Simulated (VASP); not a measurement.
**Sn: single point with BLYP**

The system is Sn.

```
CELL_PARAMETERS angstrom
0.00000 3.31383 3.31383
3.31383 0.00000 3.31383
3.31383 3.31383 0.00000
ATOMIC_POSITIONS crystal
Sn 0.50000 0.50000 0.50000
Sn 0.75000 0.75000 0.75000
```

This isn't the form of Sn at room conditions, which is tetragonal (white tin).

```
Program             : VASP 6.6.1
Task                : single point
Functional          : BLYP
Potentials or basis : VASP PAW PBE potentials, release 64 (Sn_d)
Cutoff              : 520 eV
k mesh              : 13 × 13 × 13
Occupations         : fermi-dirac, width 0.1 eV
Spin                : no spin polarisation
```

| Item | Value |
| --- | --- |
| Pressure | 2.8 GPa |
| Band gap on the k mesh | zero (bands 14 and 15 overlap by 0.22 eV) |

Levels at points of the mesh, in eV from the Fermi level:
```tsv
k point	band 11	band 12	band 13	band 14	band 15	band 16	band 17	band 18
(0.00, 0.00, 0.00)	-10.24	-1.25	0.07	0.07	0.07	2.14	2.14	2.14
```

Run time: 61 s on 1 thread of AMD EPYC 9R45 96-Core Processor (Zen 5) (shared host), peak memory 0.23 GiB.

Caveat: the PAW data sets were made with another functional, which shifts forces and pressure a little; spin-orbit coupling is left out, which moves the levels of the heavy elements.
